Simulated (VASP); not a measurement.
# La (P-1) in VASP: single point with LDA

Aim: the single point of La with LDA.

All numbers are computed with VASP 6.6.1; they aren't measurements. Logs are shortened: lines on timing, memory, paths and dates and some standing lists are left out, and cuts for length are marked.

## Step 1: The cell of the first run

The typed cell holds 2 atoms: a = 3.750 Å, b = 3.783 Å, c = 6.071 Å, α = 90.41°, β = 91.14°, γ = 120.85°.

## Step 2: Single point, LDA (equal xy, yz and zx shear strains of -2 %)

The input, INCAR:

```
SYSTEM = La
PREC = Accurate
ENCUT = 520
EDIFF = 1E-6
ISMEAR = -1
SIGMA = 0.05
LREAL = .FALSE.
LASPH = .TRUE.
NELM = 100
ALGO = Normal
ISIF = 2
LWAVE = .FALSE.
LCHARG = .TRUE.
LELF = .TRUE.
LVHAR = .TRUE.
NBANDS = 18
```

The input, KPOINTS:

```
Automatic mesh
0
G
  11 11 6
  0 0 0
```

The input, POSCAR:

```
La
1.0
    3.7500020507     -0.0375000205     -0.0375000205
   -1.9074769957      3.2663470504     -0.0137259602
   -0.0607000000     -0.0607000000      6.0700000000
La
2
Direct
    0.3333333333      0.6666666667      0.2500000000
    0.6666666667      0.3333333333      0.7500000000
```

Potentials or basis: VASP PAW LDA potentials, release 64 (La).

The run is started by

```console
$ cat potpaw_LDA.64/La/POTCAR > POTCAR
$ mpirun -np 1 vasp_std > vasp.out
```

OUTCAR:

```text
SYSTEM = La
   PREC = Accurate
   ENCUT = 520
   EDIFF = 1E-6
   ISMEAR = -1
   LREAL = .FALSE.
   LASPH = .TRUE.
   NELM = 100
   ISIF = 2

 ion  position               nearest neighbor table
   1  0.333  0.667  0.250-   2 3.67
   2  0.667  0.333  0.750-   1 3.67

  LATTYP: Found a triclinic cell.
 ALAT       =     3.7179262798
 B/A-ratio  =     1.0087281861
 C/A-ratio  =     1.6327937976
 COS(alpha) =     0.0198960208
 COS(beta)  =     0.0274156886
 COS(gamma) =     0.4869832430

  Lattice vectors:

 A1 = (   1.8425250550,   3.2288470299,  -0.0512259807)
 A2 = (   3.7500020507,  -0.0375000205,  -0.0375000205)
 A3 = (   0.0607000000,   0.0607000000,  -6.0700000000)

Analysis of symmetry for initial positions (statically):
=====================================================================
 Subroutine PRICEL returns:
 Original cell was already a primitive cell.

 Routine SETGRP: Setting up the symmetry group for a
 triclinic supercell.

 Subroutine GETGRP returns: Found  2 space group operations
 (whereof  2 operations were pure point group operations)
 out of a pool of  2 trial point group operations.

The static configuration has the point symmetry S_2 .

Analysis of symmetry for dynamics (positions and initial velocities):
=====================================================================
 Subroutine PRICEL returns:
 Original cell was already a primitive cell.

 Routine SETGRP: Setting up the symmetry group for a
 triclinic supercell.

 Subroutine GETGRP returns: Found  2 space group operations
 (whereof  2 operations were pure point group operations)
 out of a pool of  2 trial point group operations.

The dynamic configuration has the point symmetry S_2 .

 Subroutine INISYM returns: Found  2 space group operations
 (whereof  2 operations are pure point group operations),
 and found     1 'primitive' translations

----------------------------------------------------------------------------------------

                                     Primitive cell

  volume of cell :      73.9011

  direct lattice vectors                    reciprocal lattice vectors
     3.750002051 -0.037500021 -0.037500021     0.268275869  0.156685242  0.004249611
    -1.907476996  3.266347050 -0.013725960     0.003110931  0.307982194  0.003110931
[... 79 lines left out ...]
   ISPIN  =      1    spin polarized calculation?
   LNONCOLLINEAR =      F non collinear calculations
   LSORBIT =      F    spin-orbit coupling
   LASPH  =      T    aspherical Exc in radial PAW
   ENCUT  =  520.0 eV  38.22 Ry    6.18 a.u.   6.97  7.03 11.29*2*pi/ulx,y,z
   NELM   =    100;   NELMIN=  2; NELMDL= -5     # of ELM steps
   EDIFF  = 0.1E-05   stopping-criterion for ELM
   LREAL  =      F    real-space projection
   EDIFFG = 0.1E-04   stopping-criterion for IOM
   NSW    =      0    number of steps for IOM
   IBRION =     -1    ionic relax: 0-MD 1-quasi-New 2-CG
   NFREE  =      0    steps in history (QN), initial steepest desc. (CG)
   ISIF   =      2    stress and relaxation
   ISYM   =      2    0-nonsym 1-usesym 2-fastsym
   POTIM  = 0.5000    time-step for ionic-motion
   TEBEG  =    0.0;   TEEND  =   0.0 temperature during run
   PSTRESS=    0.0 pullay stress
   NELECT =      22.0000    total number of electrons
   NUPDOWN=      -1.0000    fix difference up-down
   EMIN   =  10.00;   EMAX   =-10.00  energy-range for DOS
   EFERMI =   0.00;   METHOD = LEGACY
   ISMEAR =    -1;   SIGMA  =   0.05  broadening in eV -4-tet -1-fermi 0-gaus
   EFERMI_NEDOS =   21; number of points for ismear=-14 and -15
   IALGO  =     38    algorithm
   IMIX   =      4    mixing-type and parameters
     AMIX     =   0.40;   BMIX     =  1.00
     AMIX_MAG =   1.60;   BMIX_MAG =  1.00
  volume/ion in A,a.u.               =      36.95       249.35
  Fermi-wavevector in a.u.,A,eV,Ry     =   1.093114  2.065685 16.257568  1.194898
  Thomas-Fermi vector in A             =   2.229393
   LORBIT       =      0    0 simple, 1 ext, 2 COOP (PROOUT), +10 PAW based schemes
   GGA     = CA    functional components
   LHFCALC =     F    Hartree Fock is set to
   AEXX    =    0.0000 exact exchange contribution
   IVDW    =     0    specifies the selected vdW correction
   LEPSILON=     F    determine dielectric tensor
   LRPA    =     F    only Hartree local field effects (RPA)
 non-spin polarized calculation
  energy-cutoff  :      520.00
  volume of cell :       73.90
 maximum number of plane-waves:      2007
   NGX = 13   NGY = 15   NGZ = 23

 number of electron      21.9999998 magnetization

 Free energy of the ion-electron system (eV)
  ---------------------------------------------------
  ext. energy  EPLUGINS =         0.00000000
  ---------------------------------------------------
  free energy    TOTEN  =       -11.00484650 eV

  energy without entropy =      -10.97046749  energy(sigma->0) =      -10.98765700

 E-fermi :   7.6957     XC(G=0):  -9.7845

 val. band max:        7.6952192057   @ k =  -0.1818   0.0909   0.5000
 cond. band min:       7.6968101820   @ k =   0.3636  -0.1818   0.3333
 fundamental gap:      0.0015909763
 Fermi energy:         7.6956784338

 k-point     1 :       0.0000    0.0000    0.0000
  band No.  band energies     occupation
      1     -25.0411      2.00000
      2     -24.8306      2.00000
      3      -9.4489      2.00000
      4      -8.2274      2.00000
      5      -8.1979      2.00000
      6      -8.0369      2.00000
[... 481 lines left out ...]
      5      -8.8989      2.00000
      6      -8.6032      2.00000
[... 10 lines left out ...]
     17       9.4264      0.00000
     18       9.4586      0.00000

 [... further k-points ...]

------------------------ aborting loop because EDIFF is reached ----------------------------------------

  FORCE on cell =-STRESS in cart. coord.  units (eV):
  Direction    XX          YY          ZZ          XY          YZ          ZX
  --------------------------------------------------------------------------------------
  -------------------------------------------------------------------------------------
  Total       -1.4078109     -1.4068468     -1.4618099      0.1320750      0.0889975      0.0887791
  in kB      -30.5213509    -30.5004482    -31.6920503      2.8633872      1.9294655      1.9247317
  external PRESSURE =     -30.9046165 kB  Pullay stress =       0.0000000 kB

 VOLUME and BASIS-vectors are now :
 -----------------------------------------------------------------------------
  energy-cutoff  :      520.00
  volume of cell :       73.90
      direct lattice vectors                 reciprocal lattice vectors
     3.750002051 -0.037500021 -0.037500021     0.268275869  0.156685242  0.004249611
    -1.907476996  3.266347050 -0.013725960     0.003110931  0.307982194  0.003110931
    -0.060700000 -0.060700000  6.070000000     0.001664424  0.001664424  0.164777934

 POSITION                                       TOTAL-FORCE (eV/Angst)
 -----------------------------------------------------------------------------------
     -0.03683      2.14989      1.49585         0.005367     -0.000379      0.000827
      1.81865      1.01826      4.52292        -0.005367      0.000379     -0.000827
 -----------------------------------------------------------------------------------
    total drift:                                0.000000     -0.000000     -0.000000

  FREE ENERGIE OF THE ION-ELECTRON SYSTEM (eV)
  ---------------------------------------------------
  free  energy   TOTEN  =       -11.0048465039 eV

  energy  without entropy=      -10.9704674890  energy(sigma->0) =      -10.98765700
```

stdout:

```text
POSCAR found type information on POSCAR La
 POSCAR found :  1 types and       2 ions
 scaLAPACK will be used
 LDA part: xc-table for (Slater(with rela. corr.)+CA(PZ))
 , standard interpolation
 POSCAR, INCAR and KPOINTS ok, starting setup
 FFT: planning ... GRIDC
 FFT: planning ... GRID_SOFT
 FFT: planning ... GRID
 WAVECAR not read
 entering main loop
```

It took 10 min on 1 thread of Oxide Virtual Turin-like, shared host; peak memory 0.52 GiB.

Results:

```yaml
Free_energy: -11.0048 eV
Pressure: -3.1 GPa
Largest_force: 0.005 eV/Å
Band_gap_on_the_k_mesh: zero (bands 11 and 12 overlap by 1.37 eV)
```

Forces in eV/Å, atoms in the order of the input:
```
La   0.005  0.000  0.001
La  -0.005  0.000 -0.001
```

Caveat: the cell differs from its parent crystal (equal xy, yz and zx shear strains of -2 %); the cell stands under tension; spin-orbit coupling is left out, which moves the levels of the heavy elements.
